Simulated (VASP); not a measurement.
Wanted: the native input for a VASP 6.6.1 run.

| Item | Value |
| --- | --- |
| Task | single point |
| Functional | r2SCAN |
| Potentials or basis | VASP PAW PBE potentials, release 64 (Ir) |
| Cutoff | 520 eV |
| k mesh | 10 × 10 × 13 |
| Occupations | fermi-dirac, width 0.1 eV |
| Spin | no spin polarisation |
| Dipole correction | no |
| Further INCAR settings | ALGO = Normal; EDIFF = 1e-07; NBANDS = 20 |

Ir:

```
Ir
1.0
     4.16716    0.00000    0.00000
    -2.08358    3.60887    0.00000
     0.00000    0.00000    2.57366
Ir
3
Direct
  0.00000 0.00000 0.00000
  0.33333 0.66667 0.50000
  0.66667 0.33333 0.50000
```

This cell differs from its parent crystal: volume scaled by 0.88.

These files were run (other wordings do the same):

POSCAR

```
Ir
1.0
    4.1671614619      0.0000000000      0.0000000000
   -2.0835807309      3.6088676877      0.0000000000
    0.0000000000      0.0000000000      2.5736603228
Ir
3
Direct
    1.0000000000      1.0000000000      0.0000000000
    0.3333333333      0.6666666667      0.5000000000
    0.6666666667      0.3333333333      0.5000000000
```

INCAR.step1

```
PREC     = Accurate       # precision mode
ENCUT    = 520            # plane-wave cutoff, eV
ISMEAR   = -1             # smearing method
SIGMA    = 0.1            # smearing width, eV
LREAL    = False          # projectors in reciprocal space
LASPH    = True           # aspherical terms in the spheres
NELM     = 100            # most SCF steps
NBANDS   = 20             # bands
GGA      = PE             # functional
ALGO     = Normal         # electronic algorithm
EDIFF    = 1E-4           # SCF threshold, eV
LWAVE    = True           # write WAVECAR
LCHARG   = False          # write CHGCAR
```

INCAR.step2

```
PREC     = Accurate       # precision mode
ENCUT    = 520            # plane-wave cutoff, eV
EDIFF    = 1E-7           # SCF threshold, eV
ISMEAR   = -1             # smearing method
SIGMA    = 0.1            # smearing width, eV
LREAL    = False          # projectors in reciprocal space
LASPH    = True           # aspherical terms in the spheres
NELM     = 100            # most SCF steps
ALGO     = Normal         # electronic algorithm
ISIF     = 2              # what is computed and relaxed
LWAVE    = False          # write WAVECAR
LCHARG   = False          # write CHGCAR
METAGGA  = R2SCAN         # meta-GGA
LMIXTAU  = True         
NBANDS   = 20             # bands
ISTART   = 1
```

KPOINTS

```
Automatic mesh
0
Gamma
  10 10 13
```

Potentials or basis: VASP PAW PBE potentials, release 64 (Ir).

Run with:

```bash
$ cat potpaw_PBE.64/Ir/POTCAR > POTCAR
$ cp INCAR.step1 INCAR
$ mpirun -np 1 vasp_std > vasp.out
$ cp INCAR.step2 INCAR
$ mpirun -np 1 vasp_std > vasp.out
```

It gave:

```yaml
Pressure: 65.5 GPa
```

Caveat: the PAW data sets were made with another functional, which shifts forces and pressure a little.

It took 100 s on 1 thread of Intel(R) Xeon(R) 6975P-C (Granite Rapids) (shared host), peak memory 0.2 GiB.
